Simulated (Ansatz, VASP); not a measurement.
# CaF2 in VASP and in Ansatz

INCAR

```
SYSTEM = CaF2
PREC = Accurate ; ENCUT = 520
EDIFF = 1E-8 ; ISMEAR = -1
SIGMA = 0.03 ; LREAL = .False.
LASPH = .True. ; NELM = 120
ALGO = Normal ; ISIF = 2
LWAVE = .False. ; LCHARG = .False.
GGA = CA ; LEFG = .True.
NBANDS = 19 ; GGA_COMPAT = .False.
```

Contents of KPOINTS:

```
Automatic mesh
0
Gamma
  10 10 10
  0 0 0
```

The input POSCAR:

```
CaF2
1.0
    0.0000000000      2.7493382755      2.7493382755
    2.7493382755      0.0000000000      2.7493382755
    2.7493382755      2.7493382755      0.0000000000
Ca F
1 2
Direct
    0.0000000000      0.0000000000      0.0000000000
    0.2500000000      0.2500000000      0.2500000000
    0.7500000000      0.7500000000      0.7500000000
```

Input for Ansatz:

```yaml
crystal:
  lattice:
    - [0.0, 2.7493382755, 2.7493382755]
    - [2.7493382755, 0.0, 2.7493382755]
    - [2.7493382755, 2.7493382755, 0.0]
  atoms:
    - { symbol: Ca, position: [0.0, 0.0, 0.0] }
    - { symbol: F, position: [0.25, 0.25, 0.25] }
    - { symbol: F, position: [0.75, 0.75, 0.75] }
kpoints:
  mp_grid: { grid: [10, 10, 10] }
scf:
  occupations: { method: fermi_dirac, width: 0.03 }
hamiltonian:
  xc: lda
  pseudopotentials: { kind: all_electron, datasets: crystal }
output:
  forces: true
  stress: true
  eigenvalues: true
  efg: { contact_densities: true }
```

Change from the starting cell: volume scaled by 1.02, crystal datasets.

Alike in both runs: task electric field gradients; functional LDA; k mesh 10 × 10 × 10; occupations fermi-dirac, width 0.03 eV; no spin polarisation.

|  | VASP | Ansatz |
| --- | --- | --- |
| version | VASP 6.6.1 | Ansatz 0.2.0 |
| potentials or method | VASP PAW LDA potentials, release 64 (Ca_sv, F), cutoff 520 eV | all-electron PAW with datasets made for the crystal, scalar-relativistic |

```csv
,VASP,Ansatz,Ansatz less VASP
gap on the k mesh at the Fermi level (eV),6.79,6.80,+0.009
pressure (GPa),-7.5,-7.8,-0.33
```

LDA's correlation is that of Perdew and Zunger in VASP and of Perdew and Wang (1992) in Ansatz. Ansatz ran all-electron here, and VASP with PAW potentials.
